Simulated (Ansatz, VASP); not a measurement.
## Ce: VASP beside Ansatz

```
Ce
1.0
     0.00000    2.26493    2.26493
     2.26493    0.00000    2.26493
     2.26493    2.26493    0.00000
Ce
1
Direct
  0.00000 0.00000 0.00000
```

Alike in both runs: task single point; functional LDA; k mesh 12 × 12 × 12; occupations fermi-dirac, width 0.2 eV; no spin polarisation.

```csv
,VASP,Ansatz
version,VASP 6.6.1,Ansatz 0.2.0
potentials or method,"VASP PAW LDA potentials, release 64 (Ce), cutoff 500 eV","plane waves (420 eV) with PAW, scalar-relativistic"
valence electrons in the cell,12,12
```

Ansatz gave:

| Property | Result |
| --- | --- |
| pressure (GPa) | 1.5 |

Estimate VASP's values.

pressure (GPa): 1.0.

Ansatz warns that its potentials were made for another functional, while VASP's fit it. LDA's correlation is that of Perdew and Zunger in VASP and of Perdew and Wang (1992) in Ansatz.

Spin-orbit coupling is off throughout.
